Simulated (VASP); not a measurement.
# Ir4Pt3 (P6/mmm) in VASP: single point with PBE

Aim: the single point of Ir4Pt3 with PBE.

Program: VASP 6.6.1. These are calculated values, not measurements. Logs are shortened: lines on timing, memory, paths and dates and some standing lists are left out, and cuts for length are marked.

### 1 The cell of the first run

It takes space group P6/mmm (No. 191, hexagonal). Conventional cell: a = 5.237 Å, b = 5.237 Å, c = 5.314 Å, α = 90.00°, β = 90.00°, γ = 120.00°. Within 3.5 Å of Ir (site symmetry mmm) lie 4 Ir at 2.62 Å and 2 Pt at 2.66 Å. Ir (site symmetry 6/mmm) has 6 Pt at 2.62 Å within 3.5 Å. Pt (site symmetry mmm) has 4 Ir at 2.62 to 2.66 Å and 4 Pt at 2.62 Å within 3.5 Å.

### 2 Single point, PBE

Input file INCAR:

```
SYSTEM = Ir4Pt3
  ALGO = Normal
  EDIFF = 1E-6
  ENCUT = 500
  GGA = PE
  GGA_COMPAT = .FALSE.
  ISIF = 2
  ISMEAR = 0
  LASPH = .TRUE.
  LCHARG = .FALSE.
  LREAL = .FALSE.
  LWAVE = .FALSE.
  NBANDS = 42
  NELM = 120
  PREC = Accurate
  SIGMA = 0.2
```

Input file KPOINTS:

```
k-points
0
G
  4 4 3
  0 0 0
```

Input file POSCAR:

```
Ir4Pt3
1.0
    5.2374076252      0.0000000000      0.0000000000
   -2.6187038126      4.5357280534      0.0000000000
    0.0000000000      0.0000000000      5.3142153882
Ir Pt
4 3
Direct
    0.5000000000      0.0000000000      0.5000000000
    0.0000000000      0.5000000000      0.5000000000
    0.5000000000      0.5000000000      0.5000000000
    0.0000000000      0.0000000000      0.0000000000
    0.5000000000      0.0000000000      0.0000000000
    0.0000000000      0.5000000000      0.0000000000
    0.5000000000      0.5000000000      0.0000000000
```

Potentials or basis: VASP PAW PBE potentials, release 64 (Ir, Pt).

Run with:

```console
cat potpaw_PBE.64/Ir/POTCAR potpaw_PBE.64/Pt/POTCAR > POTCAR
mpirun -np 1 vasp_std > vasp.out
```

OUTCAR:

```text
SYSTEM = Ir4Pt3
   EDIFF = 1E-6
   ENCUT = 500
   GGA = PE
   ISIF = 2
   ISMEAR = 0
   LASPH = .TRUE.
   LREAL = .FALSE.
   NELM = 120
   PREC = Accurate

 ion  position               nearest neighbor table
   1  0.500  0.000  0.500-   2 2.62   3 2.62   3 2.62   2 2.62   5 2.66   5 2.66
   2  0.000  0.500  0.500-   3 2.62   3 2.62   1 2.62   1 2.62   6 2.66   6 2.66
   3  0.500  0.500  0.500-   2 2.62   2 2.62   1 2.62   1 2.62   7 2.66   7 2.66
   4  0.000  0.000  0.000-   5 2.62   5 2.62   7 2.62   6 2.62   6 2.62   7 2.62
   5  0.500  0.000  0.000-   4 2.62   4 2.62   7 2.62   7 2.62   6 2.62   6 2.62   1 2.66   1 2.66

   6  0.000  0.500  0.000-   7 2.62   7 2.62   4 2.62   4 2.62   5 2.62   5 2.62   2 2.66   2 2.66

   7  0.500  0.500  0.000-   6 2.62   6 2.62   4 2.62   5 2.62   5 2.62   4 2.62   3 2.66   3 2.66

  LATTYP: Found a hexagonal cell.
 ALAT       =     5.2374076252
 C/A-ratio  =     1.0146652253

  Lattice vectors:

 A1 = (   5.2374076252,   0.0000000000,   0.0000000000)
 A2 = (  -2.6187038126,   4.5357280534,   0.0000000000)
 A3 = (   0.0000000000,   0.0000000000,   5.3142153882)

Analysis of symmetry for initial positions (statically):
=====================================================================
 Subroutine PRICEL returns:
 Original cell was already a primitive cell.

 Routine SETGRP: Setting up the symmetry group for a
 hexagonal supercell.

 Subroutine GETGRP returns: Found 24 space group operations
 (whereof 24 operations were pure point group operations)
 out of a pool of 24 trial point group operations.

The static configuration has the point symmetry D_6h.

Analysis of symmetry for dynamics (positions and initial velocities):
=====================================================================
 Subroutine PRICEL returns:
 Original cell was already a primitive cell.

 Routine SETGRP: Setting up the symmetry group for a
 hexagonal supercell.

 Subroutine GETGRP returns: Found 24 space group operations
 (whereof 24 operations were pure point group operations)
 out of a pool of 24 trial point group operations.

The dynamic configuration has the point symmetry D_6h.

 Subroutine INISYM returns: Found 24 space group operations
 (whereof 24 operations are pure point group operations),
 and found     1 'primitive' translations

----------------------------------------------------------------------------------------

[... 88 lines left out ...]
   NSW    =      0    number of steps for IOM
   IBRION =     -1    ionic relax: 0-MD 1-quasi-New 2-CG
   NFREE  =      0    steps in history (QN), initial steepest desc. (CG)
   ISIF   =      2    stress and relaxation
   ISYM   =      2    0-nonsym 1-usesym 2-fastsym
   POTIM  = 0.5000    time-step for ionic-motion
   TEBEG  =    0.0;   TEEND  =   0.0 temperature during run
   PSTRESS=    0.0 pullay stress
   NELECT =      66.0000    total number of electrons
   NUPDOWN=      -1.0000    fix difference up-down
   EMIN   =  10.00;   EMAX   =-10.00  energy-range for DOS
   EFERMI =   0.00;   METHOD = LEGACY
   ISMEAR =     0;   SIGMA  =   0.20  broadening in eV -4-tet -1-fermi 0-gaus
   EFERMI_NEDOS =   21; number of points for ismear=-14 and -15
   IALGO  =     38    algorithm
   IMIX   =      4    mixing-type and parameters
     AMIX     =   0.40;   BMIX     =  1.00
     AMIX_MAG =   1.60;   BMIX_MAG =  1.00
  volume/ion in A,a.u.               =      18.03       121.70
  Fermi-wavevector in a.u.,A,eV,Ry     =   1.318829  2.492226 23.664764  1.739311
  Thomas-Fermi vector in A             =   2.448771
   LORBIT       =      0    0 simple, 1 ext, 2 COOP (PROOUT), +10 PAW based schemes
   GGA     = PE    functional components
   LHFCALC =     F    Hartree Fock is set to
   AEXX    =    0.0000 exact exchange contribution
   IVDW    =     0    specifies the selected vdW correction
   LEPSILON=     F    determine dielectric tensor
   LRPA    =     F    only Hartree local field effects (RPA)
 non-spin polarized calculation
 Gauss-broadening in eV      SIGMA  =   0.20
  energy-cutoff  :      500.00
  volume of cell :      126.24
 maximum number of plane-waves:      3247
 NGX is ok and might be reduce to    40
   NGX = 19   NGY = 19   NGZ = 19

 number of electron      66.0000007 magnetization

 Free energy of the ion-electron system (eV)
  ---------------------------------------------------
  ext. energy  EPLUGINS =         0.00000000
  ---------------------------------------------------
  free energy    TOTEN  =       -47.02346890 eV

  energy without entropy =      -46.69380696  energy(sigma->0) =      -46.85863793

 E-fermi :   7.3072     XC(G=0): -12.2910

 val. band max:        7.3068829365   @ k =   0.5000   0.0000   0.0000
 cond. band min:       7.3320541421   @ k =   0.0000   0.0000   0.0000
 fundamental gap:      0.0251712056
 Fermi energy:         7.3072411571

 k-point     1 :       0.0000    0.0000    0.0000
  band No.  band energies     occupation
      1      -1.8135      2.00000
      2       0.1196      2.00000
      3       0.3883      2.00000
      4       0.3883      2.00000
      5       0.4908      2.00000
      6       0.9222      2.00000
[... 349 lines left out ...]
     41       9.6762      0.00000
     42      13.5886      0.00000

------------------------ aborting loop because EDIFF is reached ----------------------------------------

  FORCE on cell =-STRESS in cart. coord.  units (eV):
  Direction    XX          YY          ZZ          XY          YZ          ZX
  --------------------------------------------------------------------------------------
  -------------------------------------------------------------------------------------
  Total        0.4626199      0.4626199     -0.2683766      0.0000000      0.0000000      0.0000000
  in kB        5.8712744      5.8712744     -3.4060637      0.0000000      0.0000000      0.0000000
  external PRESSURE =       2.7788283 kB  Pullay stress =       0.0000000 kB

 VOLUME and BASIS-vectors are now :
 -----------------------------------------------------------------------------
  energy-cutoff  :      500.00
  volume of cell :      126.24
      direct lattice vectors                 reciprocal lattice vectors
     5.237407625  0.000000000  0.000000000     0.190934155  0.110235886  0.000000000
    -2.618703813  4.535728053  0.000000000     0.000000000  0.220471772  0.000000000
     0.000000000  0.000000000  5.314215388     0.000000000  0.000000000  0.188174533

 POSITION                                       TOTAL-FORCE (eV/Angst)
 -----------------------------------------------------------------------------------
      2.61870      0.00000      2.65711        -0.000000      0.000000      0.000000
     -1.30935      2.26786      2.65711        -0.000000      0.000000      0.000000
      1.30935      2.26786      2.65711         0.000000      0.000000      0.000000
      0.00000      0.00000      0.00000        -0.000000      0.000000      0.000000
      2.61870      0.00000      0.00000        -0.000000      0.000000      0.000000
     -1.30935      2.26786      0.00000        -0.000000      0.000000      0.000000
      1.30935      2.26786      0.00000         0.000000      0.000000      0.000000
 -----------------------------------------------------------------------------------
    total drift:                               -0.000000      0.000000     -0.000000

  FREE ENERGIE OF THE ION-ELECTRON SYSTEM (eV)
  ---------------------------------------------------
  free  energy   TOTEN  =       -47.0234688963 eV

  energy  without entropy=      -46.6938069587  energy(sigma->0) =      -46.85863793
```

OSZICAR:

```text
N       E                     dE             d eps       ncg     rms          rms(c)
DAV:   1     0.609882026277E+03    0.60988E+03   -0.29343E+04   672   0.146E+03
DAV:   2    -0.574604365803E+01   -0.61563E+03   -0.58169E+03   678   0.412E+02
DAV:   3    -0.479748864800E+02   -0.42229E+02   -0.36889E+02   868   0.106E+02
DAV:   4    -0.502714900974E+02   -0.22966E+01   -0.22249E+01   796   0.258E+01
DAV:   5    -0.503499091708E+02   -0.78419E-01   -0.77983E-01   862   0.393E+00    0.278E+01
DAV:   6    -0.479310536227E+02    0.24189E+01   -0.10006E+01   800   0.189E+01    0.171E+01
DAV:   7    -0.514678171685E+02   -0.35368E+01   -0.45907E+01   954   0.300E+01    0.243E+01
DAV:   8    -0.490744417387E+02    0.23934E+01   -0.10483E+01   970   0.204E+01    0.118E+01
DAV:   9    -0.477131606076E+02    0.13613E+01   -0.43971E+00   998   0.180E+01    0.810E+00
DAV:  10    -0.470472367557E+02    0.66592E+00   -0.14869E+00  1030   0.849E+00    0.241E+00
DAV:  11    -0.470247910428E+02    0.22446E-01   -0.88201E-02   784   0.224E+00    0.797E-01
DAV:  12    -0.470246301603E+02    0.16088E-03   -0.55893E-03   792   0.638E-01    0.417E-01
DAV:  13    -0.470234980947E+02    0.11321E-02   -0.37072E-03   962   0.373E-01    0.121E-01
DAV:  14    -0.470235222937E+02   -0.24199E-04   -0.51400E-04   828   0.130E-01    0.960E-02
DAV:  15    -0.470234703637E+02    0.51930E-04   -0.99139E-05   950   0.672E-02    0.178E-02
DAV:  16    -0.470234681172E+02    0.22465E-05   -0.63692E-06   720   0.140E-02    0.484E-03
DAV:  17    -0.470234688963E+02   -0.77908E-06   -0.82595E-07   414   0.515E-03
   1 F= -.47023469E+02 E0= -.46858638E+02  d E =-.329662E+00
```

stdout:

```text
POSCAR found type information on POSCAR IrPt
 POSCAR found :  2 types and       7 ions
 scaLAPACK will be used
 LDA part: xc-table for (Slater+PW92), standard interpolation
 POSCAR, INCAR and KPOINTS ok, starting setup
 FFT: planning ... GRIDC
 FFT: planning ... GRID_SOFT
 FFT: planning ... GRID
 WAVECAR not read
 entering main loop
```

Wall time 52 s (1 thread of Intel Xeon 6975P-C (Granite Rapids), shared host); peak memory 0.25 GiB.

What came out:

```
Free energy            : -47.0235 eV
Pressure               : 0.3 GPa
Band gap on the k mesh : zero (band 33 reaches 8.17 eV, above the bottom of band 34 at 7.03 eV)
```

Caveat: the k points lie up to 0.39 Å⁻¹ apart; spin-orbit coupling is left out, which moves the levels of the heavy elements.
